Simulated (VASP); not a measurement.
# Al3GaAs4 (P-43m) in VASP: vibrations by perturbation theory with PBEsol

Aim: the vibrations by perturbation theory of Al3GaAs4 with PBEsol.

Program: VASP 6.6.1. These are calculated values, not measurements. Logs are shortened: lines on timing, memory, paths and dates and some standing lists are left out, and cuts for length are marked.

## Step 1: The cell of the first run

The structure is cubic, space group P-43m (No. 215). Conventional cell: a = 5.672 Å, b = 5.672 Å, c = 5.672 Å, α = 90.00°, β = 90.00°, γ = 90.00°. Al (site symmetry -42m) has 4 As at 2.46 Å within 3.2 Å. Ga (site symmetry -43m) has 4 As at 2.46 Å within 3.2 Å. As (site symmetry 3m) has 3 Al at 2.46 Å and 1 Ga at 2.46 Å within 3.2 Å.

## Step 2: Vibrations by perturbation theory, PBEsol

File INCAR:

```
SYSTEM = Al3GaAs4
PREC = Accurate
ENCUT = 520
EDIFF = 1E-8
ISMEAR = 0
SIGMA = 0.01
LREAL = .FALSE.
LASPH = .TRUE.
NELM = 60
ALGO = Normal
ISIF = 2
LWAVE = .FALSE.
LCHARG = .TRUE.
GGA = PS
IBRION = 8
NSW = 1
LEPSILON = .TRUE.
```

File KPOINTS:

```
Automatic mesh
0
G
  6 6 6
  0 0 0
```

File POSCAR:

```
Al3GaAs4
1.0
    5.6715712342      0.0000000000      0.0000000000
    0.0000000000      5.6715712342      0.0000000000
    0.0000000000      0.0000000000      5.6715712342
Al Ga As
3 1 4
Direct
    0.5000000000      0.5000000000      0.0000000000
    0.5000000000      0.0000000000      0.5000000000
    0.0000000000      0.5000000000      0.5000000000
    0.0000000000      0.0000000000      0.0000000000
    0.7498299457      0.7498299457      0.2501700543
    0.7498299457      0.2501700543      0.7498299457
    0.2501700543      0.7498299457      0.7498299457
    0.2501700543      0.2501700543      0.2501700543
```

Potentials or basis: VASP PAW PBE potentials, release 64 (Al, Ga_d, As).

Launch:

```console
$ cat potpaw_PBE.64/Al/POTCAR potpaw_PBE.64/Ga_d/POTCAR potpaw_PBE.64/As/POTCAR > POTCAR
$ mpirun -np 1 vasp_std > vasp.out
```

OUTCAR:

```text
SYSTEM = Al3GaAs4
   PREC = Accurate
   ENCUT = 520
   EDIFF = 1E-8
   ISMEAR = 0
   LREAL = .FALSE.
   LASPH = .TRUE.
   NELM = 60
   ISIF = 2
   GGA = PS
   IBRION = 8
   NSW = 1
   LEPSILON = .TRUE.

 ion  position               nearest neighbor table
   1  0.500  0.500  0.000-   5 2.46   6 2.46   7 2.46   8 2.46
   2  0.500  0.000  0.500-   5 2.46   6 2.46   7 2.46   8 2.46
   3  0.000  0.500  0.500-   5 2.46   6 2.46   7 2.46   8 2.46
   4  0.000  0.000  0.000-   5 2.46   6 2.46   7 2.46   8 2.46
   5  0.750  0.750  0.250-   1 2.46   2 2.46   3 2.46   4 2.46
   6  0.750  0.250  0.750-   1 2.46   2 2.46   3 2.46   4 2.46
   7  0.250  0.750  0.750-   1 2.46   2 2.46   3 2.46   4 2.46
   8  0.250  0.250  0.250-   1 2.46   2 2.46   3 2.46   4 2.46

  LATTYP: Found a simple cubic cell.
 ALAT       =     5.6715712342

  Lattice vectors:

 A1 = (   5.6715712342,   0.0000000000,   0.0000000000)
 A2 = (   0.0000000000,   5.6715712342,   0.0000000000)
 A3 = (   0.0000000000,   0.0000000000,   5.6715712342)

Analysis of symmetry for initial positions (statically):
[... 930 lines left out ...]
  5X     2.328132    1.877607    1.914051    2.328132   -1.914051   -1.877607    2.399326   -1.856088    1.856088    2.143474    1.702353   -1.702353  -10.349279    0.207275   -0.207275   -0.428863   -0.012215    0.012215    0.789540    0.012025    0.016907    0.789540   -0.016907   -0.012025
  5Y     1.877607    2.328132    1.914051   -1.856088    2.399326    1.856088   -1.914051    2.328132   -1.877607    1.702353    2.143474   -1.702353    0.207275  -10.349279   -0.207275    0.012025    0.789540    0.016907   -0.012215   -0.428863    0.012215   -0.016907    0.789540   -0.012025
  5Z     1.856088    1.856088    2.399326   -1.877607    1.914051    2.328132    1.914051   -1.877607    2.328132   -1.702353   -1.702353    2.143474   -0.207275   -0.207275  -10.349279   -0.012025    0.016907    0.789540    0.016907   -0.012025    0.789540    0.012215    0.012215   -0.428863
  6X     2.328132   -1.877607   -1.914051    2.328132    1.914051    1.877607    2.399326    1.856088   -1.856088    2.143474   -1.702353    1.702353   -0.428863    0.012215   -0.012215  -10.349279   -0.207275    0.207275    0.789540    0.016907    0.012025    0.789540   -0.012025   -0.016907
  6Y    -1.877607    2.328132    1.914051    1.856088    2.399326    1.856088    1.914051    2.328132   -1.877607   -1.702353    2.143474   -1.702353   -0.012025    0.789540    0.016907   -0.207275  -10.349279   -0.207275    0.016907    0.789540   -0.012025    0.012215   -0.428863    0.012215
  6Z    -1.856088    1.856088    2.399326    1.877607    1.914051    2.328132   -1.914051   -1.877607    2.328132    1.702353   -1.702353    2.143474    0.012025    0.016907    0.789540    0.207275   -0.207275  -10.349279   -0.012215    0.012215   -0.428863   -0.016907   -0.012025    0.789540
  7X     2.328132   -1.877607    1.914051    2.328132    1.914051   -1.877607    2.399326    1.856088    1.856088    2.143474   -1.702353   -1.702353    0.789540   -0.012025    0.016907    0.789540    0.016907   -0.012025  -10.349279   -0.207275   -0.207275   -0.428863    0.012215    0.012215
  7Y    -1.877607    2.328132   -1.914051    1.856088    2.399326   -1.856088    1.914051    2.328132    1.877607   -1.702353    2.143474    1.702353    0.012215   -0.428863   -0.012215    0.016907    0.789540    0.012025   -0.207275  -10.349279    0.207275   -0.012025    0.789540   -0.016907
  7Z     1.856088   -1.856088    2.399326   -1.877607   -1.914051    2.328132    1.914051    1.877607    2.328132   -1.702353    1.702353    2.143474    0.016907    0.012025    0.789540    0.012215   -0.012215   -0.428863   -0.207275    0.207275  -10.349279   -0.012025   -0.016907    0.789540
  8X     2.328132    1.877607   -1.914051    2.328132   -1.914051    1.877607    2.399326   -1.856088   -1.856088    2.143474    1.702353    1.702353    0.789540   -0.016907    0.012025    0.789540    0.012025   -0.016907   -0.428863   -0.012215   -0.012215  -10.349279    0.207275    0.207275
  8Y     1.877607    2.328132   -1.914051   -1.856088    2.399326   -1.856088   -1.914051    2.328132    1.877607    1.702353    2.143474    1.702353   -0.016907    0.789540    0.012025   -0.012215   -0.428863   -0.012215    0.012025    0.789540   -0.016907    0.207275  -10.349279    0.207275
  8Z    -1.856088   -1.856088    2.399326    1.877607   -1.914051    2.328132   -1.914051    1.877607    2.328132    1.702353    1.702353    2.143474   -0.012215   -0.012215   -0.428863   -0.016907    0.012025    0.789540    0.012025   -0.016907    0.789540    0.207275    0.207275  -10.349279

 Eigenvectors and eigenvalues of the dynamical matrix
 ----------------------------------------------------

   1 f  =   11.176373 THz    70.223222 2PiTHz  372.803670 cm-1    46.221743 meV
             X         Y         Z           dx          dy          dz
      2.835786  2.835786  0.000000     0.217693    0.186764   -0.359295
      2.835786  0.000000  2.835786     0.217693   -0.121733    0.551235
      0.000000  2.835786  2.835786    -0.141892    0.186764    0.551235
      0.000000  0.000000  0.000000    -0.034470   -0.029573   -0.087284
      4.252714  4.252714  1.418857    -0.012712   -0.009587   -0.064965
      4.252714  1.418857  4.252714    -0.058797    0.017939   -0.092491
      1.418857  4.252714  4.252714     0.010903   -0.051761   -0.088580
      1.418857  1.418857  1.418857    -0.082412   -0.079287   -0.116106
[... 243 lines left out ...]
  24 f/i=    0.016148 THz     0.101462 2PiTHz    0.538647 cm-1     0.066784 meV
             X         Y         Z           dx          dy          dz
      2.835786  2.835786  0.000000     0.007559   -0.008223   -0.246727
      2.835786  0.000000  2.835786     0.007559   -0.008285   -0.244864
      0.000000  2.835786  2.835786     0.007616   -0.008223   -0.244864
      0.000000  0.000000  0.000000     0.012013   -0.013069   -0.389176
      4.252714  4.252714  1.418857     0.011230   -0.015153   -0.407943
      4.252714  1.418857  4.252714     0.013956   -0.015066   -0.408030
      1.418857  4.252714  4.252714     0.011135   -0.012245   -0.407849
      1.418857  1.418857  1.418857     0.014051   -0.012332   -0.407936

--------------------------------------------------------------------------------------------------------

 MACROSCOPIC STATIC DIELECTRIC TENSOR IONIC CONTRIBUTION
 ------------------------------------------------------
           1.985112    -0.000000    -0.000000
          -0.000000     1.985112     0.000000
           0.000000     0.000000     1.985112
 ------------------------------------------------------

 ELASTIC MODULI CONTR FROM IONIC RELAXATION (kBar)
 Direction    XX          YY          ZZ          XY          YZ          ZX
 --------------------------------------------------------------------------------
 XX          -0.8660      0.2376      0.2376     -0.0000     -0.0000     -0.0000
 YY           0.2376     -0.8660      0.2376     -0.0000      0.0000     -0.0000
 ZZ           0.2376      0.2376     -0.8660      0.0000     -0.0000     -0.0000
 XY          -0.0000     -0.0000      0.0000   -231.6067      0.0000      0.0000
 YZ           0.0000      0.0000      0.0000      0.0000   -231.6067      0.0000
 ZX          -0.0000      0.0000     -0.0000     -0.0000      0.0000   -231.6067
 --------------------------------------------------------------------------------

 PIEZOELECTRIC TENSOR IONIC CONTR  for field in x, y, z        (C/m^2)
          XX          YY          ZZ          XY          YZ          ZX
  --------------------------------------------------------------------------------
  x     0.00000     0.00000     0.00000    -0.00000     0.63230    -0.00000
  y     0.00000     0.00000     0.00000     0.00000    -0.00000     0.63230
  z     0.00000    -0.00000    -0.00000     0.63230    -0.00000     0.00000
```

stdout:

```text
POSCAR found type information on POSCAR AlGaAs
 POSCAR found :  3 types and       8 ions
 scaLAPACK will be used
 -----------------------------------------------------------------------------
|                                                                             |
|                                                                             |
[... 47 lines left out ...]
 first order change of Fermi-energy  -0.38262E-01
 force on displaced ion       4 direction 1 :  -9.301   0.000   0.000
 Born effective charge ion    4 direction 1 :   2.263   0.000   0.000
 Linear response progress:
 first order change of Fermi-energy  -0.85128E-02
 force on displaced ion       5 direction 1 : -10.349   0.207  -0.207
 Born effective charge ion    5 direction 1 :  -2.143  -0.047   0.047
 Born effective charges drift removed
 Linear response finished
```

Wall time 90 min (1 thread of Oxide Virtual Turin-like, shared host); peak memory 0.95 GiB.

What came out:

- Electronic dielectric tensor (diagonal): 10.70
- Born charges (mean of the diagonal): Al +2.09; Ga +2.27; As -2.14 e
- Highest phonon frequency at Γ, LO-TO splitting left out: 373 cm⁻¹

Phonon frequencies in cm⁻¹ (negative: imaginary):
```tsv
q point	frequencies
(0.000, 0.000, 0.000)	-1 -1 -1 81 81 81 94 94 94 207 214 214 242 242 242 331 331 331 351 351 351 373 373 373
```

Electronic dielectric tensor:
```
10.70  0.00  0.00
 0.00 10.70  0.00
 0.00  0.00 10.70
```

Born effective charge tensors (e):
atom 1, Al
```
2.14 0.00 0.00
0.00 2.14 0.00
0.00 0.00 2.00
```
atom 2, Al
```
2.14 0.00 0.00
0.00 2.00 0.00
0.00 0.00 2.14
```
atom 3, Al
```
2.00 0.00 0.00
0.00 2.14 0.00
0.00 0.00 2.14
```
atom 4, Ga
```
2.27 0.00 0.00
0.00 2.27 0.00
0.00 0.00 2.27
```
atom 5, As
```
-2.14 -0.05  0.05
-0.05 -2.14  0.05
 0.05  0.05 -2.14
```
atom 6, As
```
-2.14  0.05 -0.05
 0.05 -2.14  0.05
-0.05  0.05 -2.14
```
atom 7, As
```
-2.14  0.05  0.05
 0.05 -2.14 -0.05
 0.05 -0.05 -2.14
```
atom 8, As
```
-2.14 -0.05 -0.05
-0.05 -2.14 -0.05
-0.05 -0.05 -2.14
```
